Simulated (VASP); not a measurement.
# CuSi15 (F-43m) in VASP: notebook

CuSi15 is run at these levels: PBEsol+U; tasks: single point.

All numbers are computed with VASP 6.6.1; they aren't measurements. Logs are shortened: lines on timing, memory, paths and dates and some standing lists are left out, and cuts for length are marked.

## (1) The cell of the first run

It takes space group F-43m (No. 216, cubic). Conventional cell: a = 10.874 Å, b = 10.874 Å, c = 10.874 Å, α = 90.00°, β = 90.00°, γ = 90.00°. Cu (site symmetry -43m) has 4 Si at 2.33 Å within 3.1 Å. Si (site symmetry 2mm) has 4 Si at 2.36 Å within 3.1 Å. Within 3.1 Å of Si (site symmetry -43m) lie 4 Si at 2.35 Å. Si (site symmetry 3m) has 1 Cu at 2.33 Å and 3 Si at 2.36 Å within 3.1 Å. Si (site symmetry 3m) has 4 Si at 2.35 to 2.36 Å within 3.1 Å.

## (2) Single point, PBEsol+U, collinear spin

The input, INCAR:

```
SYSTEM = CuSi15
PREC = Accurate
ENCUT = 520
EDIFF = 1E-6
ISMEAR = 0
SIGMA = 0.05
LREAL = Auto
LASPH = .TRUE.
NELM = 150
ALGO = Normal
ISIF = 2
LWAVE = .FALSE.
LCHARG = .FALSE.
ISPIN = 2
MAGMOM = 3 0 0 0 0 0 0 0 0 0 0 0 0 0 0 0
LORBIT = 11
LMAXMIX = 4
LDAU = .TRUE.
LDAUTYPE = 2
LDAUL = 2 -1
LDAUU = 5 0
LDAUJ = 0 0
LDAUPRINT = 1
GGA = PS
NBANDS = 54
```

The input, KPOINTS:

```
regular mesh
0
G
  3 3 3
  0 0 0
```

The input, POSCAR:

```
CuSi15
1.0
    0.0000000000      5.4370000000      5.4370000000
    5.4370000000      0.0000000000      5.4370000000
    5.4370000000      5.4370000000      0.0000000000
Cu Si
1 15
Direct
    1.0000000000      1.0000000000      0.0000000000
    0.0002682891      0.0002682891      0.4997317109
    0.0002682891      0.4997317109      0.0002682891
    0.0002682891      0.4997317109      0.4997317109
    0.4997317109      0.0002682891      0.0002682891
    0.4997317109      0.0002682891      0.4997317109
    0.4997317109      0.4997317109      0.0002682891
    0.5000000000      0.5000000000      0.5000000000
    0.1235515995      0.1235515995      0.1235515995
    0.1235515995      0.1235515995      0.6293452016
    0.1235515995      0.6293452016      0.1235515995
    0.1249634952      0.6250121683      0.6250121683
    0.6293452016      0.1235515995      0.1235515995
    0.6250121683      0.1249634952      0.6250121683
    0.6250121683      0.6250121683      0.1249634952
    0.6250121683      0.6250121683      0.6250121683
```

Potentials or basis: VASP PAW PBE potentials, release 64 (Cu, Si).

Started as:

```console
$ cat potpaw_PBE.64/Cu/POTCAR potpaw_PBE.64/Si/POTCAR > POTCAR
$ mpirun -np 1 vasp_std > vasp.out
```

OUTCAR:

```text
SYSTEM = CuSi15
   PREC = Accurate
   ENCUT = 520
   EDIFF = 1E-6
   ISMEAR = 0
   LREAL = Auto
   LASPH = .TRUE.
   NELM = 150
   ISIF = 2
   ISPIN = 2
   LORBIT = 11
   GGA = PS

 ion  position               nearest neighbor table
   1  0.000  0.000  0.000-  10 2.33  11 2.33  13 2.33   9 2.33
   2  0.000  0.000  0.500-  12 2.36  14 2.36   9 2.36  10 2.36
   3  0.000  0.500  0.000-  12 2.36  15 2.36   9 2.36  11 2.36
   4  0.000  0.500  0.500-  16 2.36  12 2.36  10 2.36  11 2.36
   5  0.500  0.000  0.000-  14 2.36  15 2.36   9 2.36  13 2.36
   6  0.500  0.000  0.500-  16 2.36  14 2.36  10 2.36  13 2.36
[... 8 lines left out ...]
  15  0.625  0.625  0.125-   8 2.35   5 2.36   3 2.36   7 2.36
  16  0.625  0.625  0.625-   8 2.35   6 2.36   7 2.36   4 2.36

  LATTYP: Found a face centered cubic cell.
 ALAT       =    10.8740000000

  Lattice vectors:

 A1 = (   0.0000000000,   5.4370000000,   5.4370000000)
 A2 = (   5.4370000000,   0.0000000000,   5.4370000000)
 A3 = (   5.4370000000,   5.4370000000,   0.0000000000)

Analysis of symmetry for initial positions (statically):
=====================================================================
 Subroutine PRICEL returns:
 Original cell was already a primitive cell.

 Routine SETGRP: Setting up the symmetry group for a
 face centered cubic supercell.

 Subroutine GETGRP returns: Found 24 space group operations
 (whereof 24 operations were pure point group operations)
 out of a pool of 48 trial point group operations.

The static configuration has the point symmetry T_d .

Analysis of symmetry for dynamics (positions and initial velocities):
=====================================================================
 Subroutine PRICEL returns:
 Original cell was already a primitive cell.

 Routine SETGRP: Setting up the symmetry group for a
 face centered cubic supercell.

 Subroutine GETGRP returns: Found 24 space group operations
 (whereof 24 operations were pure point group operations)
 out of a pool of 48 trial point group operations.

The dynamic configuration has the point symmetry T_d .

Analysis of structural, dynamic, and magnetic symmetry:
=====================================================================
 Subroutine PRICEL returns:
 Original cell was already a primitive cell.

 Routine SETGRP: Setting up the symmetry group for a
 face centered cubic supercell.

 Subroutine GETGRP returns: Found 24 space group operations
 (whereof 24 operations were pure point group operations)
 out of a pool of 48 trial point group operations.

The overall configuration has the point symmetry T_d .

 Subroutine INISYM returns: Found 24 space group operations
 (whereof 24 operations are pure point group operations),
 and found     1 'primitive' translations

----------------------------------------------------------------------------------------

                                     Primitive cell

  volume of cell :     321.4460

  direct lattice vectors                    reciprocal lattice vectors
     0.000000000  5.437000000  5.437000000    -0.091962479  0.091962479  0.091962479
     5.437000000  0.000000000  5.437000000     0.091962479 -0.091962479  0.091962479
     5.437000000  5.437000000  0.000000000     0.091962479  0.091962479 -0.091962479

  length of vectors
     7.689079139  7.689079139  7.689079139     0.159283687  0.159283687  0.159283687

  position of ions in fractional coordinates (direct lattice)
     0.000000000  0.000000000  0.000000000
     0.000268289  0.000268289  0.499731711
     0.000268289  0.499731711  0.000268289
     0.000268289  0.499731711  0.499731711
     0.499731711  0.000268289  0.000268289
     0.499731711  0.000268289  0.499731711
[... 8 lines left out ...]
     0.625012168  0.625012168  0.124963495
     0.625012168  0.625012168  0.625012168

  ion indices of the primitive-cell ions
   primitive index   ion index
                 1           1
                 2           2
                 3           3
                 4           4
                 5           5
                 6           6
[... 8 lines left out ...]
                15          15
                16          16
[... 86 lines left out ...]
 spin polarized calculation
 Gauss-broadening in eV      SIGMA  =   0.05
  energy-cutoff  :      520.00
  volume of cell :      321.45
 maximum number of plane-waves:      8682
 NGX is ok and might be reduce to    60
   NGX = 29   NGY = 29   NGZ = 29

 number of electron      71.0000002 magnetization       0.3082756

atom =   1  type =  1  l = 2

 onsite density matrix

spin component  1

  0.9231  0.0000  0.0000  0.0000 -0.0000
  0.0000  0.9231  0.0000  0.0000  0.0000
  0.0000  0.0000  0.9418 -0.0000 -0.0000
  0.0000  0.0000 -0.0000  0.9231  0.0000
 -0.0000  0.0000 -0.0000  0.0000  0.9418

spin component  2

  0.9231  0.0000  0.0000  0.0000  0.0000
  0.0000  0.9231  0.0000  0.0000  0.0000
  0.0000  0.0000  0.9418 -0.0000 -0.0000
  0.0000  0.0000 -0.0000  0.9231  0.0000
  0.0000  0.0000 -0.0000  0.0000  0.9418

 occupancies and eigenvectors

  o =  0.9231  v =  0.0000  0.9942  0.0000  0.1080  0.0000  0.0000  0.0000  0.0000  0.0000  0.0000      0.0000  0.0000  0.0000  0.0000  0.0000  0.0000  0.0000  0.0000  0.0000  0.0000
  o =  0.9231  v =  0.0000  0.1080 -0.0000 -0.9942 -0.0000  0.0000  0.0000  0.0000  0.0000  0.0000      0.0000  0.0000  0.0000  0.0000  0.0000  0.0000  0.0000  0.0000  0.0000  0.0000
  o =  0.9231  v =  1.0000  0.0000  0.0000  0.0000  0.0000  0.0000  0.0000  0.0000  0.0000  0.0000      0.0000  0.0000  0.0000  0.0000  0.0000  0.0000  0.0000  0.0000  0.0000  0.0000
  o =  0.9231  v =  0.0000  0.0000  0.0000  0.0000  0.0000  1.0000  0.0000  0.0000  0.0000  0.0000      0.0000  0.0000  0.0000  0.0000  0.0000  0.0000  0.0000  0.0000  0.0000  0.0000
  o =  0.9231  v =  0.0000  0.0000  0.0000  0.0000  0.0000  0.0000  0.3865  0.0000  0.9223  0.0000      0.0000  0.0000  0.0000  0.0000  0.0000  0.0000  0.0000  0.0000  0.0000  0.0000
  o =  0.9231  v =  0.0000  0.0000  0.0000  0.0000  0.0000  0.0000 -0.9223 -0.0000  0.3865 -0.0000      0.0000  0.0000  0.0000  0.0000  0.0000  0.0000  0.0000  0.0000  0.0000  0.0000
  o =  0.9418  v =  0.0000  0.0000 -1.0000  0.0000  0.0011  0.0000  0.0000  0.0000  0.0000  0.0000      0.0000  0.0000  0.0000  0.0000  0.0000  0.0000  0.0000  0.0000  0.0000  0.0000
  o =  0.9418  v =  0.0000 -0.0000  0.0011 -0.0000  1.0000  0.0000  0.0000  0.0000  0.0000  0.0000      0.0000  0.0000  0.0000  0.0000  0.0000  0.0000  0.0000  0.0000  0.0000  0.0000
  o =  0.9418  v =  0.0000  0.0000  0.0000  0.0000  0.0000  0.0000 -0.0000 -0.0010  0.0000  1.0000      0.0000  0.0000  0.0000  0.0000  0.0000  0.0000  0.0000  0.0000  0.0000  0.0000
  o =  0.9418  v =  0.0000  0.0000  0.0000  0.0000  0.0000  0.0000  0.0000 -1.0000  0.0000 -0.0010      0.0000  0.0000  0.0000  0.0000  0.0000  0.0000  0.0000  0.0000  0.0000  0.0000

 number of electron      71.0000002 magnetization      -0.0039243

 Free energy of the ion-electron system (eV)
  ---------------------------------------------------
  ext. energy  EPLUGINS =         0.00000000
  ---------------------------------------------------
  free energy    TOTEN  =       -87.14435421 eV

  energy without entropy =      -87.13533989  energy(sigma->0) =      -87.13984705

 E-fermi :   5.6897     XC(G=0):  -9.5772

 val. band max:        4.9945666426   @ k =   0.0000   0.0000   0.0000
 cond. band min:       5.7180348194   @ k =   0.3333   0.3333   0.0000
 fundamental gap:      0.7234681767
 Fermi energy:         5.6897170040

 spin component 1

 k-point     1 :       0.0000    0.0000    0.0000
  band No.  band energies     occupation
      1      -6.2836      1.00000
      2      -4.0806      1.00000
      3      -4.0806      1.00000
      4      -4.0806      1.00000
      5      -3.5753      1.00000
      6      -2.2967      1.00000
[... 189 lines left out ...]
     46       9.0629      0.00000
     47       9.2240      0.00000
 Fermi energy:         5.6897170040

 spin component 2

 k-point     1 :       0.0000    0.0000    0.0000
  band No.  band energies     occupation
      1      -6.2838      1.00000
      2      -4.0808      1.00000
      3      -4.0808      1.00000
      4      -4.0808      1.00000
      5      -3.5756      1.00000
      6      -2.2968      1.00000
[... 189 lines left out ...]
     46       9.0628      0.00000
     47       9.2238      0.00000
 [bands above 47 left out]

------------------------ aborting loop because EDIFF is reached ----------------------------------------

  FORCE on cell =-STRESS in cart. coord.  units (eV):
  Direction    XX          YY          ZZ          XY          YZ          ZX
  --------------------------------------------------------------------------------------
  -------------------------------------------------------------------------------------
  Total       -2.3441006     -2.3441006     -2.3441006     -0.0000000     -0.0000000      0.0000000
  in kB      -11.6836577    -11.6836577    -11.6836577     -0.0000000     -0.0000000      0.0000000
  external PRESSURE =     -11.6836577 kB  Pullay stress =       0.0000000 kB

 VOLUME and BASIS-vectors are now :
 -----------------------------------------------------------------------------
  energy-cutoff  :      520.00
  volume of cell :      321.45
      direct lattice vectors                 reciprocal lattice vectors
     0.000000000  5.437000000  5.437000000    -0.091962479  0.091962479  0.091962479
     5.437000000  0.000000000  5.437000000     0.091962479 -0.091962479  0.091962479
     5.437000000  5.437000000  0.000000000     0.091962479  0.091962479 -0.091962479

 POSITION                                       TOTAL-FORCE (eV/Angst)
 -----------------------------------------------------------------------------------
      0.00000      0.00000      0.00000         0.000000      0.000000     -0.000000
      2.71850      2.71850      0.00292         0.000000      0.000000     -0.004043
      2.71850      0.00292      2.71850         0.000000     -0.004043     -0.000000
      5.43408      2.71850      2.71850         0.004043      0.000000     -0.000000
      0.00292      2.71850      2.71850        -0.004043      0.000000     -0.000000
      2.71850      5.43408      2.71850         0.000000      0.004043     -0.000000
[... 8 lines left out ...]
      4.07762      4.07762      6.79638         0.000210      0.000210     -0.000210
      6.79638      6.79638      6.79638        -0.000210     -0.000210     -0.000210
 -----------------------------------------------------------------------------------
    total drift:                               -0.000000     -0.000000     -0.000000

  FREE ENERGIE OF THE ION-ELECTRON SYSTEM (eV)
  ---------------------------------------------------
  free  energy   TOTEN  =       -87.1443542119 eV

  energy  without entropy=      -87.1353398876  energy(sigma->0) =      -87.13984705

 total charge

# of ion       s       p       d       tot
------------------------------------------
    1        0.528   0.390   9.284  10.201
    2        0.759   0.920   0.000   1.679
    3        0.759   0.920   0.000   1.679
    4        0.759   0.920   0.000   1.679
    5        0.759   0.920   0.000   1.679
    6        0.759   0.920   0.000   1.679
[... 8 lines left out ...]
   15        0.753   0.934   0.000   1.687
   16        0.753   0.934   0.000   1.687
--------------------------------------------------
tot         11.980  14.059   9.284  35.323

 magnetization (x)

# of ion       s       p       d       tot
------------------------------------------
    1        0.000  -0.000  -0.000  -0.000
    2        0.000  -0.000   0.000  -0.000
    3        0.000  -0.000   0.000  -0.000
    4        0.000  -0.000   0.000  -0.000
    5        0.000  -0.000   0.000  -0.000
    6        0.000  -0.000   0.000  -0.000
[... 8 lines left out ...]
   15        0.000   0.000   0.000   0.000
   16        0.000   0.000   0.000   0.000
--------------------------------------------------
tot         -0.000  -0.001  -0.000  -0.001
```

Run time: 10 min. Hardware: 1 thread of AMD EPYC 7R43 (Zen 3), shared host; peak memory 0.63 GiB.

Results:

```
Free energy                                           : -87.1444 eV
Pressure                                              : -1.2 GPa
Largest force                                         : 0.070 eV/Å
Net moment                                            : 0.00 μB per cell
Valence electrons inside the program's atomic spheres : Cu 10.20; Si 1.68, 1.69, 1.65 (each value once)
```

Forces in eV/Å, atoms in the order of the input:
```
Cu   0.000  0.000  0.000
Si   0.000  0.000 -0.004
Si   0.000 -0.004  0.000
Si   0.004  0.000  0.000
Si  -0.004  0.000  0.000
Si   0.000  0.004  0.000
Si   0.000  0.000  0.004
Si   0.000  0.000  0.000
Si  -0.040 -0.040 -0.040
Si   0.040  0.040 -0.040
Si   0.040 -0.040  0.040
Si   0.000  0.000  0.000
Si  -0.040  0.040  0.040
Si   0.000  0.000  0.000
Si   0.000  0.000  0.000
Si   0.000  0.000  0.000
```

Eigenvalues of the final occupation matrices:
```csv
site,spin,trace,eigenvalues
site 1 d,1,4.65,0.92 0.92 0.92 0.94 0.94
site 1 d,2,4.65,0.92 0.92 0.92 0.94 0.94
```

Caveat: the PAW data sets were made with another functional, which shifts forces and pressure a little; the U is typed as a test and isn't derived for this compound.

## (3) Single point, PBEsol+U, collinear spin, zero start

The input, INCAR:

```
SYSTEM = CuSi15
ALGO     = Normal         ! electronic algorithm
EDIFF    = 1E-7           ! SCF threshold, eV
ENCUT    = 520            ! plane-wave cutoff, eV
GGA      = PS             ! functional
ISIF     = 2              ! what is computed and relaxed
ISMEAR   = 0              ! smearing method
ISPIN    = 2              ! spin polarisation
LASPH    = .True.         ! aspherical terms in the spheres
LCHARG   = .False.        ! write CHGCAR
LDAU     = .True.         ! DFT+U
LDAUJ    = 0 0          
LDAUL    = 2 -1           ! shell
LDAUPRINT= 1            
LDAUTYPE = 2            
LDAUU    = 5 0            ! U, eV
LMAXMIX  = 4              ! l up to which the mixer works
LORBIT   = 11             ! projections on sites
LREAL    = Auto         
LWAVE    = .False.        ! write WAVECAR
MAGMOM   = 0 0 0 0 0 0 0 0 0 0 0 0 0 0 0 0 ! initial moments
NBANDS   = 54             ! bands
NELM     = 150            ! most SCF steps
PREC     = Accurate       ! precision mode
SIGMA    = 0.05           ! smearing width, eV
```

The input, KPOINTS:

```
k-points
0
Gamma
  3 3 3
  0 0 0
```

POSCAR is that of step 2.

Potentials or basis: VASP PAW PBE potentials, release 64 (Cu, Si).

Started as:

```console
$ cat potpaw_PBE.64/Cu/POTCAR potpaw_PBE.64/Si/POTCAR > POTCAR
$ mpirun -np 1 vasp_std > vasp.out
```

Wall time 8.3 min (1 thread of AMD EPYC 7R43 (Zen 3), shared host); peak memory 0.64 GiB.

It converged, with:

```yaml
Free_energy: -87.1444 eV
Pressure: -1.2 GPa
Largest_force: 0.070 eV/Å
Net_moment: 0.00 μB per cell
Valence_electrons_inside_the_program's_atomic_spheres: Cu 10.20; Si 1.68, 1.69, 1.65 (each value once)
```

Forces on the atoms (eV/Å):
```
Cu   0.000  0.000  0.000
Si   0.000  0.000 -0.004
Si   0.000 -0.004  0.000
Si   0.004  0.000  0.000
Si  -0.004  0.000  0.000
Si   0.000  0.004  0.000
Si   0.000  0.000  0.004
Si   0.000  0.000  0.000
Si  -0.040 -0.040 -0.040
Si   0.040  0.040 -0.040
Si   0.040 -0.040  0.040
Si   0.000  0.000  0.000
Si  -0.040  0.040  0.040
Si   0.000  0.000  0.000
Si   0.000  0.000  0.000
Si   0.000  0.000  0.000
```

Levels at points of the mesh, in eV from the Fermi level:
Spin up:
```tsv
k point	band 33	band 34	band 35	band 36	band 37	band 38
(0.00, 0.00, 0.00)	-0.70	-0.70	0.64	0.66	0.66	0.66
```
Spin down:
```tsv
k point	band 33	band 34	band 35	band 36	band 37	band 38
(0.00, 0.00, 0.00)	-0.70	-0.70	0.64	0.66	0.66	0.66
```

Eigenvalues of the final occupation matrices:
| site | spin | trace | eigenvalues |
| --- | --- | --- | --- |
| site 1 d | 1 | 4.65 | 0.92 0.92 0.92 0.94 0.94 |
| site 1 d | 2 | 4.65 | 0.92 0.92 0.92 0.94 0.94 |

Caveat: no moment was typed at the start, so none could form; the PAW data sets were made with another functional, which shifts forces and pressure a little; the U is typed as a test and isn't derived for this compound.
